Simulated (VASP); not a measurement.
Here is a VASP 6.6.1 calculation.

INCAR

```
SYSTEM = InSe
PREC     = Accurate       ! precision mode
ENCUT    = 520            ! plane-wave cutoff, eV
EDIFF    = 1E-6           ! SCF threshold, eV
ISMEAR   = 0              ! smearing method
SIGMA    = 0.05           ! smearing width, eV
LREAL    = .False.        ! projectors in reciprocal space
LASPH    = .True.         ! aspherical terms in the spheres
NELM     = 100            ! most SCF steps
ALGO     = Normal         ! electronic algorithm
ISIF     = 2              ! what is computed and relaxed
LWAVE    = .False.        ! write WAVECAR
LCHARG   = .False.        ! write CHGCAR
GGA      = PE             ! functional
NBANDS   = 27             ! bands
```

File KPOINTS:

```
Automatic mesh
0
Gamma
  10 10 12
  0 0 0
```

POSCAR

```
InSe
1.0
    5.7234069358     -2.0606228754     -0.1379287220
    5.7234069358      2.0606228754     -0.1379287220
   -1.6616597795      0.0000000000      5.5770549408
In Se
2 2
Direct
    0.8877905660      0.8877905660      0.0533523167
    0.1122094340      0.1122094340      0.9466476833
    0.6671007588      0.6671007588      0.7002041545
    0.3328992412      0.3328992412      0.2997958455
```

Potentials or basis: VASP PAW PBE potentials, release 64 (In_d, Se).

Command:

```console
$ cat potpaw_PBE.64/In_d/POTCAR potpaw_PBE.64/Se/POTCAR > POTCAR
$ mpirun -np 1 vasp_std > vasp.out
```

Q: What does it give for the pressure?

A: 0.0 GPa.

Q: Predict the largest force.

A: 0.017 eV/Å.

Q: Predict the band gap on the k mesh.

A: 1.08 eV (least direct gap 1.16 eV).

Forces in eV/Å, atoms in the order of the input:
```
In   0.017  0.000 -0.002
In  -0.017  0.000  0.002
Se   0.002  0.000 -0.010
Se  -0.002  0.000  0.010
```

Caveat: spin-orbit coupling is left out, which moves the levels of the heavy elements. A k mesh can miss the band edges.
